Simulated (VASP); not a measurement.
# Fe4CoCu11 in VASP: single point with PBE

Aim: the single point of Fe4CoCu11 with PBE.

Everything below comes from runs of VASP 6.6.1. Logs are shortened: lines on timing, memory, paths and dates and some standing lists are left out, and cuts for length are marked.

### 1 The cell of the first run

The typed cell holds 16 atoms: a = 5.164 Å, b = 7.179 Å, c = 5.164 Å, α = 90.26°, β = 90.09°, γ = 89.74°.

### 2 Single point, PBE, collinear spin, ferromagnetic start

File INCAR:

```
  PREC = Accurate
  ENCUT = 520
  EDIFF = 1E-7
  ISMEAR = 0
  SIGMA = 0.1
  LREAL = Auto
  LASPH = T
  NELM = 150
  ALGO = Normal
  ISIF = 2
  LWAVE = F
  LCHARG = F
  ISPIN = 2
  MAGMOM = 4 4 4 4 3 0 0 0 0 0 0 0 0 0 0 0
  LORBIT = 11
  LMAXMIX = 4
  GGA = PE
  ISYM = 0
  NBANDS = 99
```

File KPOINTS:

```
Automatic mesh
0
Gamma
  2 2 2
  0.5 0.5 0.5
```

File POSCAR:

```
Fe4CoCu11
1.0
    5.1636800197      0.0138617484     -0.0041766576
    0.0138617484      7.1793544048     -0.0138317335
   -0.0041766576     -0.0138317335      5.1637248851
Fe Co Cu
4 1 11
Direct
    0.9940951920      0.0075195143      1.0071742999
    0.5098867447      0.4964105258      0.0102836222
   -0.0090630548      0.4964089789      0.4914307016
    0.5025493231      0.4975677072      0.4988261267
    0.7529039542      0.2569457182      0.2483695100
    0.4987363604      1.0034204262      1.0017968834
    0.0075333839      0.5002183181      0.9937907638
    0.9995338870      0.0034100393      0.5025331832
    0.2512596858      0.2482047451      0.2485177190
    0.5018907270      1.0017627276      0.4994017542
    0.2482450903      0.7526741013      0.2511665572
    0.2520255208      0.2502829146      0.7492384256
    0.7506851514      0.7549492605      0.2506136684
    0.7528157912      0.2481887877      0.7500201537
    0.2499085537      0.7522640930      0.7513877673
    0.7501397721      0.7526920327      0.7530448899
```

Potentials or basis: VASP PAW PBE potentials, release 64 (Fe, Co, Cu).

On the command line:

```sh
> cat potpaw_PBE.64/Fe/POTCAR potpaw_PBE.64/Co/POTCAR potpaw_PBE.64/Cu/POTCAR > POTCAR
> mpirun -np 1 vasp_std > vasp.out
```

OUTCAR:

```text
PREC = Accurate
   ENCUT = 520
   EDIFF = 1E-7
   ISMEAR = 0
   LREAL = Auto
   LASPH = T
   NELM = 150
   ISIF = 2
   ISPIN = 2
   LORBIT = 11
   GGA = PE
   ISYM = 0

 ion  position               nearest neighbor table
   1  0.994  0.008  0.007-   5 2.50  14 2.51   9 2.51  13 2.55   6 2.56   8 2.56  12 2.58  16 2.58
                            11 2.58   6 2.61   8 2.61  15 2.61
   2  0.510  0.496  0.010-   5 2.46   4 2.52  14 2.55   9 2.55  13 2.55   7 2.57  12 2.59  11 2.59
                             7 2.60  16 2.60  15 2.64   4 2.64
   3  0.991  0.496  0.491-   5 2.46   4 2.52  14 2.55   9 2.55  13 2.55   7 2.57  12 2.59  16 2.59
                             7 2.60  11 2.60  15 2.64   4 2.64
   4  0.503  0.498  0.499-   5 2.51   3 2.52   2 2.52  12 2.56  14 2.56   9 2.56  16 2.59  15 2.59
                            11 2.59  13 2.60   2 2.64   3 2.64
   5  0.753  0.257  0.248-   3 2.46   2 2.46   1 2.50   4 2.51   7 2.56  14 2.57   9 2.57   6 2.58
                             8 2.58   9 2.59  14 2.59  10 2.60
   6  0.499  0.003  0.002-   9 2.51  12 2.54  13 2.55  16 2.56   1 2.56  14 2.56  15 2.56  10 2.57
                            11 2.57   5 2.58  10 2.59   1 2.61
   7  0.008  0.500  0.994-  12 2.52  15 2.54   5 2.56   9 2.57  14 2.57  11 2.57  16 2.57   2 2.57
                             3 2.57   2 2.60   3 2.60  13 2.61
   8  1.000  0.003  0.503-  14 2.51  12 2.54  13 2.55  11 2.56   1 2.56   9 2.56  15 2.56  10 2.57
                            16 2.57   5 2.58  10 2.59   1 2.61
   9  0.251  0.248  0.249-   1 2.51   6 2.51  10 2.55   3 2.55   2 2.55   8 2.56   4 2.56   7 2.57
                             5 2.57  12 2.58  12 2.59   5 2.59
  10  0.502  0.002  0.499-  13 2.53  12 2.54   9 2.55  14 2.55  16 2.56  11 2.56   6 2.57   8 2.57
                            15 2.58   8 2.59   6 2.59   5 2.60
  11  0.248  0.753  0.251-   8 2.56  10 2.56   7 2.57  13 2.57   6 2.57   1 2.58  15 2.58  15 2.58
                             4 2.59   2 2.59  13 2.59   3 2.60
  12  0.252  0.250  0.749-   7 2.52   8 2.54   6 2.54  10 2.54   4 2.56   1 2.58  14 2.58   9 2.58
                             9 2.59  14 2.59   3 2.59   2 2.59
  13  0.751  0.755  0.251-  10 2.53   1 2.55   8 2.55   6 2.55   3 2.55   2 2.55  11 2.57  16 2.57
                            16 2.59  11 2.59   4 2.60   7 2.61
  14  0.753  0.248  0.750-   1 2.51   8 2.51  10 2.55   3 2.55   2 2.55   6 2.56   4 2.56   7 2.57
                             5 2.57  12 2.58  12 2.59   5 2.59
  15  0.250  0.752  0.751-   7 2.54   8 2.56   6 2.56  10 2.58  16 2.58  11 2.58  11 2.58  16 2.58
                             4 2.59   1 2.61   2 2.64   3 2.64
  16  0.750  0.753  0.753-   6 2.56  10 2.56   7 2.57  13 2.57   8 2.57   1 2.58  15 2.58  15 2.58
                             4 2.59   3 2.59  13 2.59   2 2.60

IMPORTANT INFORMATION: All symmetrisations will be switched off!
NOSYMM: (Re-)initialisation of all symmetry stuff for point group C_1.

----------------------------------------------------------------------------------------

                                     Primitive cell

  volume of cell :     191.4269

[... 149 lines left out ...]
 Fermi energy:         7.0649757663

 spin component 1

 k-point     1 :       0.2500    0.2500    0.2500
  band No.  band energies     occupation
      1      -1.0526      1.00000
      2       0.3374      1.00000
      3       1.3500      1.00000
      4       1.3878      1.00000
      5       1.8869      1.00000
      6       1.9549      1.00000
[... 373 lines left out ...]
     92       9.5242      0.00000
     93       9.8085      0.00000
 Fermi energy:         7.0649757663

 spin component 2

 k-point     1 :       0.2500    0.2500    0.2500
  band No.  band energies     occupation
      1      -0.9684      1.00000
      2       0.4366      1.00000
      3       1.5051      1.00000
      4       1.5290      1.00000
      5       2.1659      1.00000
      6       2.2294      1.00000
[... 373 lines left out ...]
     92      10.0998      0.00000
     93      10.5080      0.00000
 [bands above 93 left out]

------------------------ aborting loop because EDIFF is reached ----------------------------------------

  FORCE on cell =-STRESS in cart. coord.  units (eV):
  Direction    XX          YY          ZZ          XY          YZ          ZX
  --------------------------------------------------------------------------------------
  -------------------------------------------------------------------------------------
  Total        0.4665189      0.5200718      0.4630706      0.0177031     -0.0189637     -0.0358250
  in kB        3.9046021      4.3528213      3.8757412      0.1481688     -0.1587193     -0.2998427
  external PRESSURE =       4.0443882 kB  Pullay stress =       0.0000000 kB

 VOLUME and BASIS-vectors are now :
 -----------------------------------------------------------------------------
  energy-cutoff  :      520.00
  volume of cell :      191.43
      direct lattice vectors                 reciprocal lattice vectors
     5.163680020  0.013861748 -0.004176658     0.193661463 -0.000373618  0.000155641
     0.013861748  7.179354405 -0.013831734    -0.000373618  0.139289730  0.000372804
    -0.004176658 -0.013831734  5.163724885     0.000155641  0.000372804  0.193659776

 POSITION                                       TOTAL-FORCE (eV/Angst)
 -----------------------------------------------------------------------------------
      5.13326      0.06767      0.03279        -0.005414      0.004280      0.006216
      2.63973      3.57083      0.04411         0.022734     -0.010139      0.009154
      5.12171      3.57083      2.52661        -0.006569     -0.009970     -0.023012
      2.59982      3.57228      2.56682        -0.005062     -0.002364      0.001249
      3.89028      1.85171      1.27581         0.001684      0.013976     -0.001633
      2.57535      0.03144      0.00715         0.000226     -0.002033     -0.002130
[... 8 lines left out ...]
      1.29774      5.39384      3.86851        -0.001096      0.003389      0.001581
      3.88077      5.40383      3.87497         0.000563      0.002268      0.002078
 -----------------------------------------------------------------------------------
    total drift:                                0.001337     -0.004619      0.001879

  FREE ENERGIE OF THE ION-ELECTRON SYSTEM (eV)
  ---------------------------------------------------
  free  energy   TOTEN  =       -79.9641643925 eV

  energy  without entropy=      -79.9236964836  energy(sigma->0) =      -79.94393044

 total charge

# of ion       s       p       d       tot
------------------------------------------
    1        0.451   0.433   6.138   7.022
    2        0.441   0.442   6.139   7.023
    3        0.441   0.442   6.139   7.023
    4        0.452   0.450   6.165   7.067
    5        0.460   0.451   7.250   8.161
    6        0.460   0.401   9.157  10.018
[... 8 lines left out ...]
   15        0.465   0.393   9.142  10.000
   16        0.469   0.397   9.146  10.011
--------------------------------------------------
tot          7.364   6.660 132.482 146.506

 magnetization (x)

# of ion       s       p       d       tot
------------------------------------------
    1        0.016   0.028   2.803   2.847
    2        0.024   0.011   2.842   2.876
    3        0.023   0.011   2.842   2.876
    4        0.006   0.008   2.758   2.772
    5       -0.002  -0.020   1.725   1.704
    6       -0.004  -0.011   0.076   0.061
[... 8 lines left out ...]
   15       -0.013  -0.010   0.115   0.091
   16       -0.011  -0.014   0.120   0.095
--------------------------------------------------
tot         -0.008  -0.129  14.098  13.961
```

OSZICAR:

```text
N       E                     dE             d eps       ncg     rms          rms(c)
DAV:   1     0.164468916850E+04    0.16447E+04   -0.66284E+04  1600   0.270E+03
DAV:   2     0.197472902958E+03   -0.14472E+04   -0.14028E+04  1584   0.552E+02
DAV:   3    -0.776239111569E+02   -0.27510E+03   -0.24340E+03  1584   0.268E+02
[... 20 lines left out ...]
DAV:  24    -0.799641632418E+02    0.68023E-05   -0.66266E-05  2080   0.123E-01    0.227E-02
DAV:  25    -0.799641638433E+02   -0.60145E-06   -0.16265E-05  2288   0.771E-02    0.156E-02
DAV:  26    -0.799641634016E+02    0.44167E-06   -0.46120E-06  1824   0.566E-02    0.808E-03
DAV:  27    -0.799641640052E+02   -0.60362E-06   -0.21707E-06  2184   0.278E-02    0.595E-03
DAV:  28    -0.799641643677E+02   -0.36244E-06   -0.16434E-06  1784   0.153E-02    0.539E-03
DAV:  29    -0.799641643925E+02   -0.24786E-07   -0.38451E-07  1288   0.143E-02
   1 F= -.79964164E+02 E0= -.79943930E+02  d E =-.404679E-01  mag=    13.9997
```

stdout:

```text
POSCAR found type information on POSCAR FeCoCu
 POSCAR found :  3 types and      16 ions
 scaLAPACK will be used
 LDA part: xc-table for (Slater+PW92), standard interpolation
 POSCAR, INCAR and KPOINTS ok, starting setup
 FFT: planning ... GRIDC
 FFT: planning ... GRID_SOFT
 FFT: planning ... GRID
 WAVECAR not read
 entering main loop
```

Wall time 10 min (1 thread of Intel Xeon 6975P-C (Granite Rapids), shared host); peak memory 0.4 GiB.

What came out:

| Quantity | Value |
| --- | --- |
| Free energy | -79.9642 eV |
| Pressure | 0.4 GPa |
| Largest force | 0.027 eV/Å |
| Net moment | 14.00 μB per cell |
| Site moments | Fe +2.85, +2.88, +2.77 (each value once); Co +1.70; Cu +0.06, +0.09, +0.10, +0.03, +0.08 (each value once) μB |
| Valence electrons inside the program's atomic spheres | Fe 7.02, 7.07 (each value once); Co 8.16; Cu 10.02, 10.05, 10.00, 10.01 (each value once) |

Forces on the atoms (eV/Å):
```
Fe  -0.005  0.004  0.006
Fe   0.023 -0.010  0.009
Fe  -0.007 -0.010 -0.023
Fe  -0.005 -0.002  0.001
Co   0.002  0.014 -0.002
Cu   0.000 -0.002 -0.002
Cu  -0.010  0.001  0.009
Cu   0.001 -0.002  0.000
Cu   0.003  0.003  0.005
Cu   0.001  0.004  0.000
Cu  -0.001  0.002  0.000
Cu   0.008  0.000 -0.006
Cu  -0.003 -0.008  0.003
Cu  -0.006  0.002 -0.003
Cu  -0.001  0.003  0.002
Cu   0.001  0.002  0.002
```

Levels at points of the mesh, in eV from the Fermi level:
Spin up:
```
           k point  band 85  band 86  band 87  band 88  band 89  band 90  band 91  band 92
(0.25, 0.25, 0.25)    -0.89    -0.73    -0.55    -0.33     1.07     1.18     1.63     2.44
```
Spin down:
```csv
k point,band 71,band 72,band 73,band 74,band 75,band 76,band 77,band 78
"(0.25, 0.25, 0.25)",-0.42,-0.31,-0.20,0.00,0.02,0.14,0.40,0.52
```

Caveat: the k points lie up to 0.61 Å⁻¹ apart.
